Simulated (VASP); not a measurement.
The system is MgO.

```
CELL_PARAMETERS angstrom
0.00000 3.55391 2.95471
2.03791 0.00000 2.95471
2.03791 3.55391 0.00000
ATOMIC_POSITIONS crystal
Mg 0.20794 0.70794 0.29206
Mg 0.70794 0.20794 0.79206
O 0.16667 0.50000 0.83333
O 0.50000 0.16667 0.50000
```

The cell was built from a structure type or drawn by symmetry, and may not be a known phase.

| Property | Result |
| --- | --- |
| Program | VASP 6.6.1 |
| Task | relaxation of cell and atoms |
| Functional | PBE |
| Potentials or basis | VASP PAW PBE potentials, release 64 (Mg_sv, O) |
| Cutoff | 750 eV |
| k mesh | 6 × 6 × 6 |
| Occupations | gaussian, width 0.1 eV |
| Spin | no spin polarisation |

At the start: pressure 47.3 GPa; volume 10.70 Å³/atom.

How do energy, volume and symmetry change on relaxing?

Over 33 steps the energy falls by 2789.2 meV/atom and the volume is 14.19 Å³/atom (+32.6 %); space group Fmm2 (No. 42, to 0.1 Å) before, P4/mmm (No. 123, to 0.1 Å).

Step by step:
```csv
step,energy change (eV),largest force (eV/Å),pressure (GPa),volume (Å³)
1,0.0000,5.3462,47.30,42.80
2,-5.4312,1.1435,-20.67,63.94
3,-5.4835,1.4474,-16.53,60.96
4,-7.4351,1.1897,-39.43,56.31
5,-8.3691,1.0693,-31.82,58.48
6,-6.7348,3.8408,56.46,38.69
7,-9.8909,1.1847,-13.60,49.53
8,-9.9133,1.2190,-10.88,48.70
9,-10.2642,0.6256,5.02,45.68
10,-10.4126,0.8267,-0.63,46.80
11,-10.4919,0.6095,1.35,46.48
12,-10.5394,0.7241,5.03,45.96
13,-10.5948,0.6980,4.21,46.60
14,-10.7337,0.6378,1.15,48.54
15,-10.7862,0.5234,-7.40,52.60
16,-10.8126,0.5735,-3.33,50.81
17,-10.8604,0.5219,-2.99,51.12
18,-10.9684,0.3644,-2.29,52.06
19,-10.9817,0.5714,-2.36,53.91
20,-11.0127,0.2993,-2.10,53.04
21,-11.0402,0.2765,-0.25,52.67
22,-11.0638,0.2360,4.00,51.85
23,-11.0839,0.1744,3.53,52.35
24,-11.1253,0.0476,2.03,53.84
25,-11.1141,0.4485,-1.25,56.84
26,-11.1369,0.1927,0.77,55.04
27,-11.1510,0.1359,0.48,55.81
28,-11.1517,0.1231,0.39,56.03
29,-11.1543,0.0901,0.01,56.34
30,-11.1558,0.0677,-0.58,56.81
31,-11.1564,0.0418,0.37,56.71
32,-11.1567,0.0456,0.06,56.75
33,-11.1570,0.0332,-0.03,56.77
```

Final structure:
```
Mg O
1.0
     0.00000    2.83615    3.63373
     2.75425    0.00000    3.63373
     2.75425    2.83615    0.00000
Mg O
2 2
Cartesian
  2.7542 1.4189 2.8809
  2.7542 4.2534 2.8809
  4.1324 2.8361 2.8697
  1.3761 2.8361 2.8697
```

Caveat: the volume moved by over 15 % at a fixed basis, so the end points are rough.
